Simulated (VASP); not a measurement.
# Dy3TaF2 (P-6m2) in VASP: further runs, part 2 of 2

VASP 6.6.1. Earlier steps stand in the parts before.

**3. Single point, PBE**

This run uses another cell than the first one, of 23.58 Å³/atom.

Input file INCAR:

```
PREC = Accurate
ENCUT = 600
EDIFF = 1E-6
ISMEAR = 0
SIGMA = 0.1
LREAL = False
LASPH = True
NELM = 200
ALGO = Normal
ISIF = 2
LWAVE = False
LCHARG = False
GGA = PE
NBANDS = 35
GGA_COMPAT = False
LMAXMIX = 6
```

Input file KPOINTS:

```
regular mesh
0
Gamma
  6 6 4
```

Input file POSCAR:

```
Dy3TaF2
1.0
    5.2591329927      0.0000000000      0.0000000000
   -2.6295664964      4.5545427736      0.0000000000
    0.0000000000      0.0000000000      5.9054666855
Dy Ta F
3 1 2
Direct
    0.6666666667      0.3333333333      0.5000000000
    0.0000000000      0.0000000000      0.0000000000
    0.0000000000      0.0000000000      0.5000000000
    0.6666666667      0.3333333333      0.0000000000
    0.3333333333      0.6666666667      0.2804171300
    0.3333333333      0.6666666667      0.7195828700
```

Potentials or basis: VASP PAW PBE potentials, release 64 (Dy_3, Ta_pv, F), 4f in core.

Run with:

```console
$ cat potpaw_PBE.64/Dy_3/POTCAR potpaw_PBE.64/Ta_pv/POTCAR potpaw_PBE.64/F/POTCAR > POTCAR
$ mpirun -np 1 vasp_std > vasp.out
```

OUTCAR:

```text
PREC = Accurate
   ENCUT = 600
   EDIFF = 1E-6
   ISMEAR = 0
   LREAL = False
   LASPH = True
   NELM = 200
   ISIF = 2
   GGA = PE

 ion  position               nearest neighbor table
   1  0.667  0.333  0.500-   4 2.95   4 2.95   3 3.04   3 3.04   3 3.04
   2  0.000  0.000  0.000-   3 2.95   3 2.95   4 3.04   4 3.04   4 3.04
   3  0.000  0.000  0.500-   2 2.95   2 2.95   1 3.04   1 3.04   1 3.04
   4  0.667  0.333  0.000-   1 2.95   1 2.95   2 3.04   2 3.04   2 3.04
   5  0.333  0.667  0.280-
   6  0.333  0.667  0.720-

  LATTYP: Found a hexagonal cell.
 ALAT       =     5.2591329927
 C/A-ratio  =     1.1228973851

  Lattice vectors:

 A1 = (   5.2591329927,   0.0000000000,   0.0000000000)
 A2 = (  -2.6295664964,   4.5545427736,   0.0000000000)
 A3 = (   0.0000000000,   0.0000000000,   5.9054666855)

Analysis of symmetry for initial positions (statically):
=====================================================================
 Subroutine PRICEL returns:
 Original cell was already a primitive cell.

 Routine SETGRP: Setting up the symmetry group for a
[... 175 lines left out ...]
 val. band max:        2.3567364526   @ k =   0.1667   0.0000   0.2500
 cond. band min:       2.3764806743   @ k =   0.3333   0.1667   0.0000
 fundamental gap:      0.0197442217
 Fermi energy:         2.3584722007

 k-point     1 :       0.0000    0.0000    0.0000
  band No.  band energies     occupation
      1     -32.1468      2.00000
      2     -32.1468      2.00000
      3     -31.9647      2.00000
      4     -21.9709      2.00000
      5     -21.8619      2.00000
      6     -21.8619      2.00000
[... 787 lines left out ...]
     34       4.8259      0.00000
     35       5.3772      0.00000

------------------------ aborting loop because EDIFF is reached ----------------------------------------

  FORCE on cell =-STRESS in cart. coord.  units (eV):
  Direction    XX          YY          ZZ          XY          YZ          ZX
  --------------------------------------------------------------------------------------
  -------------------------------------------------------------------------------------
  Total        0.0807831      0.0807831      0.2426405     -0.0000000      0.0000000      0.0000000
  in kB        0.9149932      0.9149932      2.7482785     -0.0000000      0.0000000      0.0000000
  external PRESSURE =       1.5260883 kB  Pullay stress =       0.0000000 kB

 VOLUME and BASIS-vectors are now :
 -----------------------------------------------------------------------------
  energy-cutoff  :      600.00
  volume of cell :      141.45
      direct lattice vectors                 reciprocal lattice vectors
     5.259132993  0.000000000  0.000000000     0.190145410  0.109780504  0.000000000
    -2.629566496  4.554542774  0.000000000     0.000000000  0.219561007  0.000000000
     0.000000000  0.000000000  5.905466686     0.000000000  0.000000000  0.169334627

 POSITION                                       TOTAL-FORCE (eV/Angst)
 -----------------------------------------------------------------------------------
      2.62957      1.51818      2.95273         0.000000     -0.000000      0.000000
      0.00000      0.00000      0.00000        -0.000000     -0.000000      0.000000
      0.00000      0.00000      2.95273        -0.000000     -0.000000      0.000000
      2.62957      1.51818      0.00000        -0.000000     -0.000000      0.000000
     -0.00000      3.03636      1.65599        -0.000000      0.000000      0.007438
     -0.00000      3.03636      4.24947        -0.000000      0.000000     -0.007438
 -----------------------------------------------------------------------------------
    total drift:                                0.000001     -0.000001     -0.000000

  FREE ENERGIE OF THE ION-ELECTRON SYSTEM (eV)
  ---------------------------------------------------
  free  energy   TOTEN  =       -27.3652172331 eV

  energy  without entropy=      -27.3147438278  energy(sigma->0) =      -27.33998053
```

OSZICAR:

```text
N       E                     dE             d eps       ncg     rms          rms(c)
DAV:   1     0.474349506857E+03    0.47435E+03   -0.26350E+04  1494   0.155E+03
DAV:   2     0.379562641758E+02   -0.43639E+03   -0.42504E+03  1470   0.495E+02
DAV:   3    -0.265200824214E+02   -0.64476E+02   -0.61741E+02  2286   0.118E+02
DAV:   4    -0.302741183397E+02   -0.37540E+01   -0.36632E+01  1988   0.269E+01
DAV:   5    -0.304313119299E+02   -0.15719E+00   -0.15586E+00  2086   0.544E+00    0.266E+01
DAV:   6    -0.304916516539E+02   -0.60340E-01   -0.42826E+01  1916   0.199E+01    0.162E+01
DAV:   7    -0.282075037196E+02    0.22841E+01   -0.37915E+01  2195   0.166E+01    0.145E+01
DAV:   8    -0.275681920157E+02    0.63931E+00   -0.65090E+00  2088   0.756E+00    0.713E+00
DAV:   9    -0.273763848466E+02    0.19181E+00   -0.13199E+00  2260   0.556E+00    0.129E+00
DAV:  10    -0.273665432273E+02    0.98416E-02   -0.14944E-01  1961   0.161E+00    0.678E-01
DAV:  11    -0.273653748437E+02    0.11684E-02   -0.12644E-02  2137   0.639E-01    0.300E-01
DAV:  12    -0.273653598091E+02    0.15035E-04   -0.41825E-03  2012   0.331E-01    0.116E-01
DAV:  13    -0.273652412099E+02    0.11860E-03   -0.11598E-03  2148   0.125E-01    0.462E-02
DAV:  14    -0.273652197365E+02    0.21473E-04   -0.17110E-04  2228   0.508E-02    0.259E-02
DAV:  15    -0.273652207967E+02   -0.10602E-05   -0.10151E-04  2172   0.375E-02    0.165E-02
DAV:  16    -0.273652173418E+02    0.34549E-05   -0.20728E-05  2142   0.176E-02    0.473E-03
DAV:  17    -0.273652172331E+02    0.10878E-06   -0.15968E-06  1060   0.634E-03
   1 F= -.27365217E+02 E0= -.27339981E+02  d E =-.504734E-01
```

stdout:

```text
POSCAR found type information on POSCAR DyTaF
 POSCAR found :  3 types and       6 ions
 scaLAPACK will be used
 LDA part: xc-table for (Slater+PW92), standard interpolation
 POSCAR, INCAR and KPOINTS ok, starting setup
 FFT: planning ... GRIDC
 FFT: planning ... GRID_SOFT
 FFT: planning ... GRID
 WAVECAR not read
 entering main loop
```

Wall time 84 s (1 thread of Intel Xeon 6975P-C (Granite Rapids), shared host); peak memory 0.34 GiB.

Results:

```
Free energy            : -27.3652 eV
Pressure               : 0.2 GPa
Largest force          : 0.007 eV/Å
Band gap on the k mesh : zero (bands 26 and 27 overlap by 0.51 eV)
```

Forces in eV/Å, atoms in the order of the input:
```
Dy   0.000  0.000  0.000
Dy   0.000  0.000  0.000
Dy   0.000  0.000  0.000
Ta   0.000  0.000  0.000
F    0.000  0.000  0.007
F    0.000  0.000 -0.007
```

Caveat: spin-orbit coupling is left out, which moves the levels of the heavy elements; the 4f electrons are frozen in the core, so they carry no moment and show no levels; the run has no spin polarisation, though such a crystal can be magnetic.
